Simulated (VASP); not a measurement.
# Pd (P6/mmm) in VASP: notebook, part 2 of 2

VASP 6.6.1. Earlier steps stand in the parts before.

## (5) Single point, PBE

This run uses another cell than the first one, of 14.13 Å³/atom.

INCAR reads:

```
PREC = Accurate
ENCUT = 520
EDIFF = 1E-7
ISMEAR = -1
SIGMA = 0.08
LREAL = F
LASPH = T
NELM = 60
ALGO = Normal
ISIF = 2
LWAVE = F
LCHARG = T
GGA = PE
LELF = T
LVHAR = T
NBANDS = 22
```

KPOINTS reads:

```
Automatic mesh
0
Gamma
  9 9 12
```

POSCAR reads:

```
Pd
1.0
    4.3503841395      0.0000000000      0.0000000000
   -2.1751920697      3.7675431810      0.0000000000
    0.0000000000      0.0000000000      2.5861602405
Pd
3
Direct
    0.0000000000      0.0000000000      0.0000000000
    0.3333333333      0.6666666667      0.5000000000
    0.6666666667      0.3333333333      0.5000000000
```

Potentials or basis: VASP PAW PBE potentials, release 64 (Pd).

The run is started by

```sh
$ cat potpaw_PBE.64/Pd/POTCAR > POTCAR
$ mpirun -np 1 vasp_std > vasp.out
```

OUTCAR:

```text
PREC = Accurate
   ENCUT = 520
   EDIFF = 1E-7
   ISMEAR = -1
   LREAL = F
   LASPH = T
   NELM = 60
   ISIF = 2
   GGA = PE

 ion  position               nearest neighbor table
   1  0.000  0.000  0.000-   2 2.83   3 2.83   2 2.83   3 2.83   2 2.83   2 2.83   3 2.83   3 2.83
                             3 2.83   3 2.83   2 2.83   2 2.83
   2  0.333  0.667  0.500-   3 2.51   3 2.51   3 2.51   1 2.83   1 2.83   1 2.83   1 2.83   1 2.83
                             1 2.83
   3  0.667  0.333  0.500-   2 2.51   2 2.51   2 2.51   1 2.83   1 2.83   1 2.83   1 2.83   1 2.83
                             1 2.83

  LATTYP: Found a hexagonal cell.
 ALAT       =     4.3503841395
 C/A-ratio  =     0.5944670994

  Lattice vectors:

 A1 = (   4.3503841395,   0.0000000000,   0.0000000000)
 A2 = (  -2.1751920697,   3.7675431810,   0.0000000000)
 A3 = (   0.0000000000,   0.0000000000,   2.5861602405)

Analysis of symmetry for initial positions (statically):
=====================================================================
 Subroutine PRICEL returns:
 Original cell was already a primitive cell.

 Routine SETGRP: Setting up the symmetry group for a
 hexagonal supercell.

 Subroutine GETGRP returns: Found 24 space group operations
 (whereof 24 operations were pure point group operations)
 out of a pool of 24 trial point group operations.

The static configuration has the point symmetry D_6h.

Analysis of symmetry for dynamics (positions and initial velocities):
=====================================================================
 Subroutine PRICEL returns:
 Original cell was already a primitive cell.

 Routine SETGRP: Setting up the symmetry group for a
 hexagonal supercell.

 Subroutine GETGRP returns: Found 24 space group operations
 (whereof 24 operations were pure point group operations)
 out of a pool of 24 trial point group operations.

The dynamic configuration has the point symmetry D_6h.

 Subroutine INISYM returns: Found 24 space group operations
[... 109 lines left out ...]
   PSTRESS=    0.0 pullay stress
   NELECT =      30.0000    total number of electrons
   NUPDOWN=      -1.0000    fix difference up-down
   EMIN   =  10.00;   EMAX   =-10.00  energy-range for DOS
   EFERMI =   0.00;   METHOD = LEGACY
   ISMEAR =    -1;   SIGMA  =   0.08  broadening in eV -4-tet -1-fermi 0-gaus
   EFERMI_NEDOS =   21; number of points for ismear=-14 and -15
   IALGO  =     38    algorithm
   IMIX   =      4    mixing-type and parameters
     AMIX     =   0.40;   BMIX     =  1.00
     AMIX_MAG =   1.60;   BMIX_MAG =  1.00
  volume/ion in A,a.u.               =      14.13        95.35
  Fermi-wavevector in a.u.,A,eV,Ry     =   1.458931  2.756980 28.959733  2.128480
  Thomas-Fermi vector in A             =   2.575558
   LORBIT       =      0    0 simple, 1 ext, 2 COOP (PROOUT), +10 PAW based schemes
   GGA     = PE    functional components
[... 5 lines left out ...]
 non-spin polarized calculation
  energy-cutoff  :      520.00
  volume of cell :       42.39
 maximum number of plane-waves:      1161
   NGX = 17   NGY = 17   NGZ =  9

 number of electron      30.0000006 magnetization

 Free energy of the ion-electron system (eV)
  ---------------------------------------------------
  ext. energy  EPLUGINS =         0.00000000
  ---------------------------------------------------
  free energy    TOTEN  =       -15.12387790 eV

  energy without entropy =      -15.01355886  energy(sigma->0) =      -15.06871838

 E-fermi :  10.5443     XC(G=0): -13.4417

 val. band max:       10.5303340624   @ k =   0.3333   0.3333   0.2500
 cond. band min:      10.5525780714   @ k =   0.4444   0.1111   0.2500
 fundamental gap:      0.0222440090
 Fermi energy:        10.5443176431

 k-point     1 :       0.0000    0.0000    0.0000
  band No.  band energies     occupation
      1       3.0666      2.00000
      2       4.9397      2.00000
      3       6.5998      2.00000
      4       7.0216      2.00000
      5       7.0216      2.00000
      6       7.0341      2.00000
[... 589 lines left out ...]
     21      23.2356      0.00000
     22      27.7140      0.00000

 [... further k-points ...]

------------------------ aborting loop because EDIFF is reached ----------------------------------------

  FORCE on cell =-STRESS in cart. coord.  units (eV):
  Direction    XX          YY          ZZ          XY          YZ          ZX
  --------------------------------------------------------------------------------------
  -------------------------------------------------------------------------------------
  Total        5.6930004      5.6930004      5.7101979      0.0000000     -0.0000000      0.0000000
  in kB      215.1842690    215.1842690    215.8343023      0.0000000     -0.0000000      0.0000000
  external PRESSURE =     215.4009467 kB  Pullay stress =       0.0000000 kB

 VOLUME and BASIS-vectors are now :
 -----------------------------------------------------------------------------
  energy-cutoff  :      520.00
  volume of cell :       42.39
      direct lattice vectors                 reciprocal lattice vectors
     4.350384140  0.000000000  0.000000000     0.229864759  0.132712480  0.000000000
    -2.175192070  3.767543181  0.000000000     0.000000000  0.265424961  0.000000000
     0.000000000  0.000000000  2.586160240     0.000000000  0.000000000  0.386673642

 POSITION                                       TOTAL-FORCE (eV/Angst)
 -----------------------------------------------------------------------------------
      0.00000      0.00000      0.00000        -0.000000      0.000000      0.000000
     -0.00000      2.51170      1.29308        -0.000000      0.000000      0.000000
      2.17519      1.25585      1.29308         0.000000     -0.000000     -0.000000
 -----------------------------------------------------------------------------------
    total drift:                               -0.000000      0.000000      0.000000

  FREE ENERGIE OF THE ION-ELECTRON SYSTEM (eV)
  ---------------------------------------------------
  free  energy   TOTEN  =       -15.1238779017 eV

  energy  without entropy=      -15.0135588565  energy(sigma->0) =      -15.06871838
```

OSZICAR:

```text
N       E                     dE             d eps       ncg     rms          rms(c)
DAV:   1     0.191135627869E+03    0.19114E+03   -0.15129E+04  3696   0.133E+03
DAV:   2    -0.119820907061E+02   -0.20312E+03   -0.19054E+03  3936   0.309E+02
DAV:   3    -0.158965519105E+02   -0.39145E+01   -0.38763E+01  4164   0.482E+01
DAV:   4    -0.159283549858E+02   -0.31803E-01   -0.31798E-01  4272   0.422E+00
DAV:   5    -0.159288930637E+02   -0.53808E-03   -0.53807E-03  4386   0.600E-01    0.157E+01
DAV:   6    -0.151944389355E+02    0.73445E+00   -0.18843E+00  4062   0.124E+01    0.808E+00
DAV:   7    -0.152836047264E+02   -0.89166E-01   -0.10597E+00  4176   0.100E+01    0.515E+00
DAV:   8    -0.151326343516E+02    0.15097E+00   -0.58956E-01  4074   0.941E+00    0.277E+00
DAV:   9    -0.151239638245E+02    0.86705E-02   -0.18355E-02  4086   0.134E+00    0.132E-01
DAV:  10    -0.151238733723E+02    0.90452E-04   -0.65578E-04  4430   0.228E-01    0.378E-02
DAV:  11    -0.151238779821E+02   -0.46098E-05   -0.40992E-05  4212   0.624E-02    0.189E-02
DAV:  12    -0.151238789499E+02   -0.96782E-06   -0.95051E-06  4290   0.346E-02    0.754E-03
DAV:  13    -0.151238777380E+02    0.12118E-05   -0.18817E-06  4214   0.153E-02    0.239E-03
DAV:  14    -0.151238778716E+02   -0.13358E-06   -0.92593E-08  2556   0.330E-03    0.590E-04
DAV:  15    -0.151238779017E+02   -0.30024E-07   -0.98727E-09  2328   0.788E-04
   1 F= -.15123878E+02 E0= -.15068718E+02  d E =-.110319E+00
```

stdout:

```text
POSCAR found type information on POSCAR Pd
 POSCAR found :  1 types and       3 ions
 scaLAPACK will be used
 LDA part: xc-table for (Slater+PW92), standard interpolation
 POSCAR, INCAR and KPOINTS ok, starting setup
 FFT: planning ... GRIDC
 FFT: planning ... GRID_SOFT
 FFT: planning ... GRID
 WAVECAR not read
 entering main loop
```

It took 36 s on 1 thread of AMD EPYC 9R45 (Zen 5), shared host; peak memory 0.16 GiB.

Results:

| Item | Value |
| --- | --- |
| Free energy | -15.1239 eV |
| Pressure | 21.5 GPa |
| Band gap on the k mesh | zero (bands 15 and 16 overlap by 1.06 eV) |

Levels at points of the mesh, in eV from the Fermi level:
| k point | band 13 | band 14 | band 15 | band 16 | band 17 | band 18 |
| --- | --- | --- | --- | --- | --- | --- |
| (0.00, 0.00, 0.00) | -1.59 | -1.59 | 0.16 | 0.16 | 7.81 | 7.81 |
| (0.00, 0.00, 0.50) | -0.20 | -0.20 | 0.82 | 2.58 | 3.45 | 9.73 |

Caveat: the cell stands under pressure.

## (6) Summary

| task | cell | cutoff (eV) | gap on the mesh (eV) | pressure (GPa) |
| --- | --- | --- | --- | --- |
| relaxation of cell and atoms | relaxed to 22 GPa from a = 4.267, b = 4.267, c = 2.645 Å, angles 90.0, 90.0, 120.0°, 3 atoms | 600 | none | 22.0 |
| relaxation of cell and atoms | relaxed to 22 GPa from a = 4.351, b = 4.351, c = 2.586 Å, angles 90.0, 90.0, 120.0°, 3 atoms | 600 | none | 22.0 |
| single point | a = 4.351, b = 4.351, c = 2.586 Å, angles 90.0, 90.0, 120.0°, 3 atoms | 520 | none | 21.4 |
| single point | a = 4.350, b = 4.350, c = 2.586 Å, angles 90.0, 90.0, 120.0°, 3 atoms | 520 | none | 21.5 |

Alike in all rows: level PBE; potentials or basis VASP PAW PBE potentials, release 64 (Pd); no spin polarisation; k mesh 9 × 9 × 12; smearing fermi-dirac 0.08 eV.

Caveats: the cell is relaxed towards a set pressure, so the run minimises the enthalpy, not the energy (at least some runs); the cell stands under pressure (at least some runs).

Total energies depend on the potentials used, so only differences within one code and one set of settings carry meaning.

The gap in the log of VASP goes by the Fermi energy; the results here count the filled bands.